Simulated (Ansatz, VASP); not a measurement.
AlFe3B in VASP and in Ansatz

File INCAR:

```
SYSTEM = AlFe3B
  PREC = Accurate
  ENCUT = 520
  EDIFF = 1E-6
  ISMEAR = -1
  SIGMA = 0.05
  LREAL = .False.
  LASPH = .True.
  NELM = 150
  ALGO = Normal
  ISIF = 2
  LWAVE = .False.
  LCHARG = .False.
  ISPIN = 2
  MAGMOM = 3 3 3 0 0
  LORBIT = 11
  LMAXMIX = 4
  GGA = PS
  NBANDS = 27
```

KPOINTS

```
Automatic mesh
0
Gamma
  6 6 6
  0 0 0
```

POSCAR

```
AlFe3B
1.0
    3.8223220000      0.0000000000      0.0000000000
    0.0000000000      3.8223220000      0.0000000000
    0.0000000000      0.0000000000      3.8223220000
Fe Al B
3 1 1
Direct
    0.0000000000      0.0000000000      0.5000000000
    0.0000000000      0.5000000000      0.0000000000
    0.5000000000      0.0000000000      0.0000000000
    0.5000000000      0.5000000000      0.5000000000
    0.0000000000      0.0000000000      0.0000000000
```

Contents of input.yaml:

```yaml
crystal:
  lattice:
    - [3.822322, 0.0, 0.0]
    - [0.0, 3.822322, 0.0]
    - [0.0, 0.0, 3.822322]
  atoms:
    - { symbol: Fe, position: [0.0, 0.0, 0.5], spin: 3.0 }
    - { symbol: Fe, position: [0.0, 0.5, 0.0], spin: 3.0 }
    - { symbol: Fe, position: [0.5, 0.0, 0.0], spin: 3.0 }
    - { symbol: Al, position: [0.5, 0.5, 0.5] }
    - { symbol: B, position: [0.0, 0.0, 0.0] }
hamiltonian:
  xc: pbesol
  pseudopotentials: { kind: paw }
magnetization:
  spin_polarized: true
kpoints:
  mp_grid: { grid: [6, 6, 6] }
scf:
  occupations: { method: fermi_dirac, width: 0.05 }
output:
  forces: true
  stress: true
  eigenvalues: true
```

Alike in both runs: task single point; functional PBEsol; k mesh 6 × 6 × 6; occupations fermi-dirac, width 0.05 eV; collinear spin.

|  | VASP | Ansatz |
| --- | --- | --- |
| version | VASP 6.6.1 | Ansatz 0.2.0 |
| potentials or method | VASP PAW PBE potentials, release 64 (Fe, Al, B) | Ansatz PAW |
| plane-wave cutoff (eV) | 520 | 420 |
| valence electrons in the cell | 30 | 54 |

```csv
,VASP,Ansatz,Ansatz less VASP
gap on the k mesh at the Fermi level (eV),none,none,-
pressure (GPa),-7.2,-7.6,-0.47
net moment per atom (μB),0.82,0.82,0.000
size of the moment on the site where the two differ most (μB),1.47,1.37,-0.097
```

VASP's potentials were made for PBE, not for PBEsol. Site moments also hang on the region over which each program counts them. A gap of «none» marks a metal or a gap that the smearing closes. VASP's potentials hold 30 valence electrons a cell and Ansatz's 54, so a difference there can come from the potentials and not from the codes.
